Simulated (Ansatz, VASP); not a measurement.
Two plane-wave programs on CsVCoN3

```
Cs V Co N
1.0
     3.88907    0.00000    0.00000
     0.00000    3.88907    0.00000
     0.00000    0.00000    7.53819
Cs V Co N
1 1 1 3
Direct
  0.50000 0.50000 0.50000
  0.50000 0.50000 0.00000
  0.00000 0.00000 0.00000
  0.50000 0.00000 0.00000
  0.00000 0.50000 0.00000
  0.00000 0.00000 0.50000
```

Alike in both runs: functional PBE; k mesh 8 × 8 × 4; occupations gaussian, width 0.1 eV; collinear spin.

Ansatz relaxed the structure, and its values are those at the end. VASP's run is a single point on that final structure, the one shown.

```csv
,VASP,Ansatz
version,VASP 6.6.1,Ansatz 0.2.0
potentials or method,"VASP PAW PBE potentials, release 64 (Cs_sv, V_sv, Co, N), cutoff 520 eV","scalar-relativistic, plane waves, PAW"
valence electrons in the cell,46,54
```

```tsv
	VASP	Ansatz	Ansatz less VASP
gap on the k mesh at the Fermi level (eV)	none	none	-
pressure (GPa)	-3.2	0.0	+3.20
net moment per atom (μB)	0.11	0.80	+0.686
size of the moment on the site where the two differ most (μB)	0.23	1.86	+1.633
```

The net moments are unlike, so the other rows may belong to different states. Site moments also hang on the region over which each program counts them. A gap of «none» marks a metal or a gap that the smearing closes. VASP's potentials hold 46 valence electrons a cell and Ansatz's 54, so a difference there can come from the potentials and not from the codes.

Neither program's run includes spin-orbit coupling.
